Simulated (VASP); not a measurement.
# Ni (Fm-3m) in VASP: further runs

Runs on Ni. Level: LDA. Tasks: single point.

Program: VASP 6.6.1. These are calculated values, not measurements. Logs are shortened: lines on timing, memory, paths and dates and some standing lists are left out, and cuts for length are marked.

## 1. The cell of the first run

The structure is cubic, space group Fm-3m (No. 225). Conventional cell: a = 3.425 Å, b = 3.425 Å, c = 3.425 Å, α = 90.00°, β = 90.00°, γ = 90.00°. Ni (site symmetry m-3m) has 12 Ni at 2.42 Å within 3.2 Å.

## 2. Single point, LDA, collinear spin, ferromagnetic start

INCAR reads:

```
SYSTEM = Ni
ALGO     = Normal         ! electronic algorithm
EDIFF    = 1E-7           ! SCF threshold, eV
ENCUT    = 520            ! plane-wave cutoff, eV
GGA      = CA             ! functional
ISIF     = 2              ! what is computed and relaxed
ISMEAR   = 0              ! smearing method
ISPIN    = 2              ! spin polarisation
LASPH    = .TRUE.         ! aspherical terms in the spheres
LCHARG   = .FALSE.        ! write CHGCAR
LMAXMIX  = 4              ! l up to which the mixer works
LORBIT   = 11             ! projections on sites
LREAL    = .FALSE.        ! projectors in reciprocal space
LWAVE    = .FALSE.        ! write WAVECAR
MAGMOM   = 0.607          ! initial moments
NBANDS   = 15             ! bands
NELM     = 150            ! most SCF steps
PREC     = Accurate       ! precision mode
SIGMA    = 0.1            ! smearing width, eV
```

KPOINTS reads:

```
k-points
0
G
  16 16 16
  0 0 0
```

POSCAR reads:

```
Ni
1.0
    0.0000000000      1.7124646296      1.7124646296
    1.7124646296      0.0000000000      1.7124646296
    1.7124646296      1.7124646296      0.0000000000
Ni
1
Direct
    0.0000000000      0.0000000000      0.0000000000
```

Potentials or basis: VASP PAW LDA potentials, release 64 (Ni).

Started as:

```console
$ cat potpaw_LDA.64/Ni/POTCAR > POTCAR
$ mpirun -np 1 vasp_std > vasp.out
```

OUTCAR:

```text
SYSTEM = Ni
   EDIFF = 1E-7
   ENCUT = 520
   GGA = CA
   ISIF = 2
   ISMEAR = 0
   ISPIN = 2
   LASPH = .TRUE.
   LORBIT = 11
   LREAL = .FALSE.
   NELM = 150
   PREC = Accurate

 ion  position               nearest neighbor table
   1  0.000  0.000  0.000-

  LATTYP: Found a face centered cubic cell.
 ALAT       =     3.4249292592

  Lattice vectors:

 A1 = (   0.0000000000,   1.7124646296,   1.7124646296)
 A2 = (   1.7124646296,   0.0000000000,   1.7124646296)
 A3 = (   1.7124646296,   1.7124646296,   0.0000000000)

Analysis of symmetry for initial positions (statically):
=====================================================================
 Subroutine PRICEL returns:
 Original cell was already a primitive cell.

 Routine SETGRP: Setting up the symmetry group for a
 face centered cubic supercell.

 Subroutine GETGRP returns: Found 48 space group operations
 (whereof 48 operations were pure point group operations)
 out of a pool of 48 trial point group operations.

The static configuration has the point symmetry O_h .

Analysis of symmetry for dynamics (positions and initial velocities):
=====================================================================
 Subroutine PRICEL returns:
 Original cell was already a primitive cell.

 Routine SETGRP: Setting up the symmetry group for a
 face centered cubic supercell.

 Subroutine GETGRP returns: Found 48 space group operations
 (whereof 48 operations were pure point group operations)
 out of a pool of 48 trial point group operations.

The dynamic configuration has the point symmetry O_h .

Analysis of structural, dynamic, and magnetic symmetry:
=====================================================================
 Subroutine PRICEL returns:
 Original cell was already a primitive cell.

 Routine SETGRP: Setting up the symmetry group for a
 face centered cubic supercell.

 Subroutine GETGRP returns: Found 48 space group operations
 (whereof 48 operations were pure point group operations)
 out of a pool of 48 trial point group operations.

The overall configuration has the point symmetry O_h .

 Subroutine INISYM returns: Found 48 space group operations
 (whereof 48 operations are pure point group operations),
 and found     1 'primitive' translations

----------------------------------------------------------------------------------------

                                     Primitive cell

  volume of cell :      10.0437

  direct lattice vectors                    reciprocal lattice vectors
     0.000000000  1.712464630  1.712464630    -0.291976833  0.291976833  0.291976833
[... 119 lines left out ...]
 maximum number of plane-waves:       290
 NGX is ok and might be reduce to    18
   NGX =  9   NGY =  9   NGZ =  9

 number of electron      10.0000000 magnetization       0.6070000

 number of electron       9.9999990 magnetization       0.5704878

 Free energy of the ion-electron system (eV)
  ---------------------------------------------------
  ext. energy  EPLUGINS =         0.00000000
  ---------------------------------------------------
  free energy    TOTEN  =        -6.58557851 eV

  energy without entropy =       -6.57791779  energy(sigma->0) =       -6.58174815

 E-fermi :  10.2159     XC(G=0): -14.0928

 val. band max:       10.2123905201   @ k =  -0.3750   0.1875   0.0625
 cond. band min:      10.2218671333   @ k =   0.5000   0.4375   0.0000
 fundamental gap:      0.0094766131
 Fermi energy:        10.2158850521

 spin component 1

 k-point     1 :       0.0000    0.0000    0.0000
  band No.  band energies     occupation
      1       0.6636      1.00000
      2       7.6664      1.00000
      3       7.6664      1.00000
      4       7.6664      1.00000
      5       8.9605      1.00000
      6       8.9605      1.00000
      7      34.6628      0.00000
      8      39.0600      0.00000
      9      39.0600      0.00000
     10      39.0600      0.00000
     11      42.3230      0.00000
     12      42.3230      0.00000
     13      42.3230      0.00000
     14      45.2861      0.00000
[... 403 lines left out ...]
      4       7.7813      1.00000
      5       8.8634      1.00000
      6       8.9773      1.00000
      7      33.4754      0.00000
      8      35.4062      0.00000
      9      37.7039      0.00000
     10      39.6682      0.00000
     11      42.4393      0.00000
     12      42.4840      0.00000
     13      45.4690      0.00000
     14      48.1660      0.00000
     15      48.3755      0.00000

 [... further k-points ...]

 spin component 2

 k-point     1 :       0.0000    0.0000    0.0000
  band No.  band energies     occupation
      1       0.7089      1.00000
      2       8.2508      1.00000
      3       8.2508      1.00000
      4       8.2508      1.00000
      5       9.4960      1.00000
      6       9.4960      1.00000
      7      34.6545      0.00000
      8      39.1059      0.00000
      9      39.1059      0.00000
     10      39.1059      0.00000
     11      42.4884      0.00000
     12      42.4884      0.00000
     13      42.4884      0.00000
     14      45.2699      0.00000
[... 403 lines left out ...]
      4       8.3667      1.00000
      5       9.3943      1.00000
      6       9.5138      1.00000
      7      33.5420      0.00000
      8      35.4871      0.00000
      9      37.7584      0.00000
     10      39.7171      0.00000
     11      42.5170      0.00000
     12      42.6447      0.00000
     13      45.5471      0.00000
     14      48.3372      0.00000
     15      48.4263      0.00000

 [... further k-points ...]
[... 5 lines left out ...]
  --------------------------------------------------------------------------------------
  -------------------------------------------------------------------------------------
  Total       -0.0390184     -0.0390184     -0.0390184     -0.0000000      0.0000000      0.0000000
  in kB       -6.2242243     -6.2242243     -6.2242243     -0.0000000      0.0000000      0.0000000
  external PRESSURE =      -6.2242243 kB  Pullay stress =       0.0000000 kB

 VOLUME and BASIS-vectors are now :
 -----------------------------------------------------------------------------
  energy-cutoff  :      520.00
  volume of cell :       10.04
      direct lattice vectors                 reciprocal lattice vectors
     0.000000000  1.712464630  1.712464630    -0.291976833  0.291976833  0.291976833
     1.712464630  0.000000000  1.712464630     0.291976833 -0.291976833  0.291976833
     1.712464630  1.712464630  0.000000000     0.291976833  0.291976833 -0.291976833

 POSITION                                       TOTAL-FORCE (eV/Angst)
 -----------------------------------------------------------------------------------
      0.00000      0.00000      0.00000         0.000000      0.000000      0.000000
 -----------------------------------------------------------------------------------
    total drift:                                0.000000     -0.000000     -0.000000

  FREE ENERGIE OF THE ION-ELECTRON SYSTEM (eV)
  ---------------------------------------------------
  free  energy   TOTEN  =        -6.5855785150 eV

  energy  without entropy=       -6.5779177913  energy(sigma->0) =       -6.58174815

 total charge

# of ion       s       p       d       tot
------------------------------------------
    1        0.534   0.571   8.368   9.473

 magnetization (x)

# of ion       s       p       d       tot
------------------------------------------
    1       -0.005  -0.018   0.593   0.570
```

OSZICAR:

```text
N       E                     dE             d eps       ncg     rms          rms(c)
DAV:   1     0.321045020032E+02    0.32105E+02   -0.41837E+03  9230   0.881E+02
DAV:   2    -0.626936305453E+01   -0.38374E+02   -0.35770E+02  9904   0.165E+02
DAV:   3    -0.769301907874E+01   -0.14237E+01   -0.14097E+01 10520   0.313E+01
DAV:   4    -0.770073643929E+01   -0.77174E-02   -0.77159E-02 10891   0.219E+00
DAV:   5    -0.770080861039E+01   -0.72171E-04   -0.72172E-04 10766   0.192E-01    0.110E+01
DAV:   6    -0.689479124258E+01    0.80602E+00   -0.13178E+01 12595   0.410E+01    0.547E+00
DAV:   7    -0.660952520681E+01    0.28527E+00   -0.20425E+00 11042   0.147E+01    0.214E+00
DAV:   8    -0.658848651926E+01    0.21039E-01   -0.25930E-02 11536   0.110E+00    0.897E-01
DAV:   9    -0.658620581590E+01    0.22807E-02   -0.12579E-03 14377   0.203E-01    0.264E-01
DAV:  10    -0.658558384867E+01    0.62197E-03   -0.53169E-04 14372   0.118E-01    0.335E-02
DAV:  11    -0.658557790940E+01    0.59393E-05   -0.76604E-06 11294   0.214E-02    0.236E-02
DAV:  12    -0.658557845455E+01   -0.54515E-06   -0.40637E-06 13187   0.124E-02    0.506E-03
DAV:  13    -0.658557851498E+01   -0.60426E-07   -0.42274E-07 10533   0.407E-03
   1 F= -.65855785E+01 E0= -.65817482E+01  d E =-.766072E-02  mag=     0.5706
```

Wall time 39 s (1 thread of Intel Xeon Platinum 8488C (Sapphire Rapids), shared host); peak memory 0.13 GiB.

Results:

- Free energy: -6.5856 eV
- Pressure: -0.6 GPa
- Net moment: 0.57 μB per cell
- Site moments: Ni +0.57 μB
- Valence electrons inside the program's atomic spheres: Ni 9.47

Levels at points of the mesh, in eV from the Fermi level:
Spin up:
| k point | band 1 | band 2 | band 3 | band 4 | band 5 | band 6 | band 7 | band 8 | band 9 | band 10 |
| --- | --- | --- | --- | --- | --- | --- | --- | --- | --- | --- |
| (0.00, 0.00, 0.00) | -9.55 | -2.55 | -2.55 | -2.55 | -1.26 | -1.26 | 24.45 | 28.84 | 28.84 | 28.84 |
| (0.50, 0.00, 0.00) | -5.24 | -2.56 | -2.56 | -0.47 | -0.47 | -0.40 | 6.32 | 22.93 | 25.98 | 25.98 |
| (0.50, 0.50, 0.00) | -5.11 | -4.56 | -0.44 | -0.30 | -0.30 | 2.50 | 10.03 | 15.53 | 15.53 | 20.86 |
Spin down:
```
           k point  band 1  band 2  band 3  band 4  band 5  band 6  band 7  band 8  band 9  band 10
(0.00, 0.00, 0.00)   -9.51   -1.97   -1.97   -1.97   -0.72   -0.72   24.44   28.89   28.89    28.89
(0.50, 0.00, 0.00)   -4.88   -2.04   -2.04   -0.37    0.15    0.15    6.69   22.91   26.10    26.10
(0.50, 0.50, 0.00)   -4.77   -4.08    0.12    0.37    0.37    2.56   10.29   15.60   15.60    21.09
```

## 3. Single point, LDA, collinear spin, ferromagnetic start

INCAR reads:

```
PREC     = Accurate       # precision mode
ENCUT    = 520            # plane-wave cutoff, eV
EDIFF    = 1E-7           # SCF threshold, eV
ISMEAR   = 0              # smearing method
SIGMA    = 0.2            # smearing width, eV
LREAL    = False          # projectors in reciprocal space
LASPH    = True           # aspherical terms in the spheres
NELM     = 150            # most SCF steps
ALGO     = Normal         # electronic algorithm
ISIF     = 2              # what is computed and relaxed
LWAVE    = False          # write WAVECAR
LCHARG   = False          # write CHGCAR
ISPIN    = 2              # spin polarisation
MAGMOM   = 0.607          # initial moments
LORBIT   = 11             # projections on sites
LMAXMIX  = 4              # l up to which the mixer works
NBANDS   = 15             # bands
```

KPOINTS reads:

```
Automatic mesh
0
Gamma
  16 16 16
```

POSCAR is that of step 2.

Potentials or basis: VASP PAW LDA potentials, release 64 (Ni).

Started as:

```console
$ cat potpaw_LDA.64/Ni/POTCAR > POTCAR
$ mpirun -np 1 vasp_std > vasp.out
```

It took 36 s on 1 thread of Intel Xeon Platinum 8488C (Sapphire Rapids), shared host; peak memory 0.13 GiB.

Results (log left out):

```
Free energy                                           : -6.5974 eV
Pressure                                              : -0.3 GPa
Net moment                                            : 0.57 μB per cell
Site moments                                          : Ni +0.57 μB
Valence electrons inside the program's atomic spheres : Ni 9.47
```

Levels at points of the mesh, in eV from the Fermi level:
Spin up:
```csv
k point,band 1,band 2,band 3,band 4,band 5,band 6,band 7,band 8,band 9,band 10
"(0.00, 0.00, 0.00)",-9.54,-2.53,-2.53,-2.53,-1.24,-1.24,24.46,28.86,28.86,28.86
"(0.50, 0.00, 0.00)",-5.22,-2.55,-2.55,-0.46,-0.46,-0.39,6.34,22.94,25.99,25.99
"(0.50, 0.50, 0.00)",-5.09,-4.55,-0.43,-0.28,-0.28,2.52,10.04,15.54,15.54,20.87
```
Spin down:
| k point | band 1 | band 2 | band 3 | band 4 | band 5 | band 6 | band 7 | band 8 | band 9 | band 10 |
| --- | --- | --- | --- | --- | --- | --- | --- | --- | --- | --- |
| (0.00, 0.00, 0.00) | -9.49 | -1.95 | -1.95 | -1.95 | -0.71 | -0.71 | 24.45 | 28.90 | 28.90 | 28.90 |
| (0.50, 0.00, 0.00) | -4.87 | -2.03 | -2.03 | -0.36 | 0.16 | 0.16 | 6.70 | 22.92 | 26.11 | 26.11 |
| (0.50, 0.50, 0.00) | -4.76 | -4.07 | 0.13 | 0.38 | 0.38 | 2.57 | 10.31 | 15.62 | 15.62 | 21.10 |

## 4. Single point, LDA, collinear spin, ferromagnetic start

INCAR reads:

```
SYSTEM = Ni
  PREC = Accurate
  ENCUT = 520
  EDIFF = 1E-7
  ISMEAR = 0
  SIGMA = 0.3
  LREAL = .FALSE.
  LASPH = .TRUE.
  NELM = 150
  ALGO = Normal
  ISIF = 2
  LWAVE = .FALSE.
  LCHARG = .FALSE.
  ISPIN = 2
  MAGMOM = 0.607
  LORBIT = 11
  LMAXMIX = 4
  NBANDS = 15
```

KPOINTS reads:

```
Automatic mesh
0
G
  16 16 16
  0 0 0
```

POSCAR is that of step 3.

Started as:

```console
$ cat potpaw_LDA.64/Ni/POTCAR > POTCAR
$ mpirun -np 1 vasp_std > vasp.out
```

Run time: 38 s. Hardware: 1 thread of Intel Xeon Platinum 8488C (Sapphire Rapids), shared host; peak memory 0.14 GiB.

The run converged. Its results:

```yaml
Free_energy: -6.6177 eV
Pressure: 0.0 GPa
Net_moment: 0.53 μB per cell
Site_moments: Ni +0.53 μB
Valence_electrons_inside_the_program's_atomic_spheres: Ni 9.47
```

Levels at points of the mesh, in eV from the Fermi level:
Spin up:
```csv
k point,band 3,band 4,band 5,band 6,band 7,band 8
"(0.00, 0.00, 0.00)",-2.49,-2.49,-1.21,-1.21,24.47,28.87
"(0.50, 0.00, 0.00)",-2.52,-0.42,-0.42,-0.38,6.36,22.95
"(0.50, 0.50, 0.00)",-0.40,-0.24,-0.24,2.53,10.06,15.56
```
Spin down:
```csv
k point,band 1,band 2,band 3,band 4,band 5,band 6,band 7,band 8,band 9,band 10
"(0.00, 0.00, 0.00)",-9.48,-1.96,-1.96,-1.96,-0.71,-0.71,24.46,28.91,28.91,28.91
"(0.50, 0.00, 0.00)",-4.87,-2.03,-2.03,-0.34,0.16,0.16,6.70,22.94,26.12,26.12
"(0.50, 0.50, 0.00)",-4.76,-4.07,0.13,0.38,0.38,2.58,10.31,15.63,15.63,21.11
```

## 5. The runs side by side

| smearing | gap on the mesh (eV) | pressure (GPa) | moment (μB) |
| --- | --- | --- | --- |
| gaussian 0.1 eV | none | -0.6 | 0.57 |
| gaussian 0.2 eV | none | -0.3 | 0.57 |
| gaussian 0.3 eV | none | 0.0 | 0.53 |

Alike in all rows: task single point; level LDA; potentials or basis VASP PAW LDA potentials, release 64 (Ni); spin collinear, ferromagnetic start; cell as given; k mesh 16 × 16 × 16; cutoff (eV) 520.

Every run on the cell as given and a fine mesh finds a metal.

Absolute energies hang on the potentials; compare differences alone.
